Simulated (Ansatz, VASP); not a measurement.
**Two plane-wave programs on Fe**

```xyz
1
Lattice="-1.4315 1.4315 1.4315 1.4315 -1.4315 1.4315 1.4315 1.4315 -1.4315" Properties=species:S:1:pos:R:3 pbc="T T T"
Fe    0.5955    0.0172    0.1661
```

Alike in both runs: task single point; functional PBE; k mesh 8 × 8 × 8; collinear spin.

|  | VASP | Ansatz |
| --- | --- | --- |
| version | VASP 6.6.1 | Ansatz 0.2.0 |
| potentials or method | VASP PAW PBE potentials, release 64 (Fe) | scalar-relativistic, plane waves, PAW |
| plane-wave cutoff (eV) | 600 | 420 |
| occupations | fermi-dirac, width 0.051704 eV | fermi-dirac |
| valence electrons in the cell | 8 | 16 |

```tsv
	VASP	Ansatz	Ansatz less VASP
gap on the k mesh at the Fermi level (eV)	none	none	-
pressure (GPa)	-3.5	-3.2	+0.31
net moment per atom (μB)	2.35	2.34	-0.005
size of the moment on the site where the two differ most (μB)	2.35	2.40	+0.046
```

Site moments also hang on the region over which each program counts them. A gap of «none» marks a metal or a gap that the smearing closes. VASP's potentials hold 8 valence electrons a cell and Ansatz's 16, so a difference there can come from the potentials and not from the codes.

The k mesh is coarse, so the values compare programs but aren't converged.
